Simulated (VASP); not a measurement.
Runs of VASP 6.6.1 on BIr3Br. The structure is that of space group Pm-3m (No. 221), or close to it. The cells are those of the table. 

```tsv
task	level	U	cell	k mesh	cutoff (eV)	gap on the mesh (eV)	pressure (GPa)	relaxed volume (Å³/atom)
relaxation of cell and atoms	PBEsol	-	relaxed from a = 4.381 Å, 5 atoms	4 × 4 × 4	600	none	0.1	14.38
relaxation of cell and atoms	PBEsol	-	relaxed from a = 4.381 Å, 5 atoms	4 × 4 × 4, shifted	600	none	0.0	(b)
single point	PBEsol	-	a = 4.152 Å, 5 atoms	4 × 4 × 4	520	none	(a)	-
relaxation of cell and atoms	PBEsol+U	Ir d U = 4.0 eV	relaxed from a = 4.381 Å, 5 atoms	4 × 4 × 4	600	none	0.1	13.79
single point	PBEsol	-	a = 4.158 Å, 5 atoms	4 × 4 × 4, shifted	520	none	1.0	-
single point	PBEsol+U	Ir d U = 4.0 eV	a = 4.148 Å, 5 atoms	4 × 4 × 4	520	none	-6.9	-
```

Alike in all rows: potentials or basis VASP PAW PBE potentials, release 64 (B, Ir, Br); no spin polarisation; smearing gaussian 0.1175 eV.

Fill in the values left out.

(a) 0.9; (b) 14.45.

Caveats: some runs use coarse meshes; the PAW data sets were made with another functional, which shifts forces and pressure a little; spin-orbit coupling is left out, which moves the levels of the heavy elements; an odd number of electrons without spin polarisation forces a metal; a magnetic or distorted state may lie lower; U without spin polarisation on a metal has little footing (some runs); the electronic state changed during the relaxation (some runs); the volume moved by over 15 % at a fixed basis, so the end points are rough (some runs).

A k mesh can miss the band edges, and the runs leave out spin-orbit coupling on Br, Ir.

A gap of «none» marks levels without a gap at the run's occupations.
